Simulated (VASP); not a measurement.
A run of VASP 6.6.1 is set up as follows.

File INCAR:

```
PREC = Accurate
ENCUT = 600
EDIFF = 1E-6
ISMEAR = 0
SIGMA = 0.05
LREAL = F
LASPH = T
NELM = 120
ALGO = Normal
ISIF = 2
LWAVE = F
LCHARG = T
GGA = PE
LELF = T
LVHAR = T
NBANDS = 11
GGA_COMPAT = F
```

The input KPOINTS:

```
Automatic mesh
0
Gamma
  12 12 12
```

File POSCAR:

```
BN
1.0
    0.0000000000      1.8123485134      1.8123485134
    1.8123485134      0.0000000000      1.8123485134
    1.8123485134      1.8123485134      0.0000000000
B N
1 1
Direct
   -0.0344856409      0.0344856409      0.0344856409
    0.7766145340      0.7233854660      0.7233854660
```

Potentials or basis: VASP PAW PBE potentials, release 64 (B, N).

Command:

```bash
$ cat potpaw_PBE.64/B/POTCAR potpaw_PBE.64/N/POTCAR > POTCAR
$ mpirun -np 1 vasp_std > vasp.out
```

Question: What does it give for the band gap on the k mesh?

Answer: 2.62 eV, indirect (least direct gap 6.84 eV).

Question: Predict the largest force.

Answer: 4.707 eV/Å.

Question: Predict the pressure.

Answer: 13.5 GPa.

Forces in eV/Å, atoms in the order of the input:
```
B   -4.707  0.000  0.000
N    4.707  0.000  0.000
```

Caveat: the cell differs from its parent crystal (mode 4 (1026.0 1/cm) frozen in, largest displacement +0.125 Å); forces of over 1 eV/Å act on the atoms, so gaps and moduli don't describe the material at rest. A k mesh can miss the band edges.
